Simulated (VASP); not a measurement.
Input of a VASP 6.6.1 run:

The input POSCAR:

```
MgO
1.0
    5.9569130233     -1.4236289727      0.2744914907
    5.9569130233      1.4236289727      0.2744914907
   -1.5205977259      0.0000000000      2.4636709165
Mg O
2 2
Direct
    0.1490059723      0.1490059723      1.0480125619
    0.8509940277      0.8509940277     -0.0480125619
    0.3547865558      0.3547865558      0.4595725112
    0.6452134442      0.6452134442      0.5404274888
```

File INCAR.step1:

```
PREC     = Accurate       # precision mode
ENCUT    = 520            # plane-wave cutoff, eV
ISMEAR   = -1             # smearing method
SIGMA    = 0.03           # smearing width, eV
LREAL    = F              # projectors in reciprocal space
LASPH    = T              # aspherical terms in the spheres
NELM     = 80             # most SCF steps
NBANDS   = 16             # bands
GGA      = PE             # functional
ALGO     = Normal         # electronic algorithm
EDIFF    = 1E-4           # SCF threshold, eV
LWAVE    = T              # write WAVECAR
LCHARG   = F              # write CHGCAR
```

INCAR.step2

```
PREC     = Accurate       # precision mode
ENCUT    = 520            # plane-wave cutoff, eV
EDIFF    = 1E-6           # SCF threshold, eV
ISMEAR   = -1             # smearing method
SIGMA    = 0.03           # smearing width, eV
LREAL    = F              # projectors in reciprocal space
LASPH    = T              # aspherical terms in the spheres
NELM     = 80             # most SCF steps
ALGO     = Normal         # electronic algorithm
ISIF     = 2              # what is computed and relaxed
LWAVE    = F              # write WAVECAR
LCHARG   = F              # write CHGCAR
METAGGA  = R2SCAN         # meta-GGA
LMIXTAU  = T            
LUSE_VDW = T            
IVDW_NL  = 2            
BPARAM   = 11.95        
CPARAM   = 0.0093       
NBANDS   = 16             # bands
ISTART   = 1
```

File KPOINTS:

```
regular mesh
0
Gamma
  12 12 12
```

Potentials or basis: VASP PAW PBE potentials, release 64 (Mg, O).

Launch:

```sh
$ cat potpaw_PBE.64/Mg/POTCAR potpaw_PBE.64/O/POTCAR > POTCAR
$ cp INCAR.step1 INCAR
$ mpirun -np 1 vasp_std > vasp.out
$ cp INCAR.step2 INCAR
$ mpirun -np 1 vasp_std > vasp.out
```

Question: What does it give for the largest force?

Answer: 0.022 eV/Å.

Question: Estimate the band gap on the k mesh.

Answer: 3.86 eV (least direct gap 3.98 eV).

Forces in eV/Å, atoms in the order of the input:
```
Mg   0.019  0.000  0.012
Mg  -0.019  0.000 -0.012
O   -0.007  0.000 -0.004
O    0.007  0.000  0.004
```

Caveat: the PAW data sets were made with another functional, which shifts forces and pressure a little. A k mesh can miss the band edges.
